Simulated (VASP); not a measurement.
Write the native input for VASP 6.6.1 that does the following.

| Item | Value |
| --- | --- |
| Task | single point |
| Functional | PBEsol |
| Potentials or basis | VASP PAW PBE potentials, release 64 (Al, N) |
| Cutoff | 520 eV |
| k mesh | 15 × 15 × 15 |
| Occupations | fermi-dirac, width 0.08 eV |
| Spin | no spin polarisation |
| Dipole correction | no |
| Further INCAR settings | ALGO = Normal; EDIFF = 1e-07; NBANDS = 11 |

The structure of AlN (zincblende type) lies in POSCAR:

```
AlN
1.0
    0.0000000000      2.1441141154      2.1441141154
    2.1441141154      0.0000000000      2.1441141154
    2.1441141154      2.1441141154      0.0000000000
Al N
1 1
Direct
    0.0000000000      0.0000000000      0.0000000000
    0.2500000000      0.2500000000      0.2500000000
```

This cell differs from its parent crystal: volume scaled by 0.94.

The input as run:

INCAR

```
ALGO     = Normal         # electronic algorithm
EDIFF    = 1E-7           # SCF threshold, eV
ENCUT    = 520            # plane-wave cutoff, eV
GGA      = PS             # functional
ISIF     = 2              # what is computed and relaxed
ISMEAR   = -1             # smearing method
LASPH    = T              # aspherical terms in the spheres
LCHARG   = F              # write CHGCAR
LREAL    = F              # projectors in reciprocal space
LWAVE    = F              # write WAVECAR
NBANDS   = 11             # bands
NELM     = 60             # most SCF steps
PREC     = Accurate       # precision mode
SIGMA    = 0.08           # smearing width, eV
```

KPOINTS

```
k-points
0
Gamma
  15 15 15
```

Potentials or basis: VASP PAW PBE potentials, release 64 (Al, N).

Command:

```sh
$ cat potpaw_PBE.64/Al/POTCAR potpaw_PBE.64/N/POTCAR > POTCAR
$ mpirun -np 1 vasp_std > vasp.out
```

Results of the run:

```json
{"Pressure": "14.1 GPa", "Band gap on the k mesh": "3.28 eV, indirect (least direct gap 4.63 eV)"}
```

Caveat: the PAW data sets were made with another functional, which shifts forces and pressure a little.

It took 18 s on 1 thread of Intel(R) Xeon(R) Platinum 8488C (Sapphire Rapids), on a shared host, peak memory 0.15 GiB.
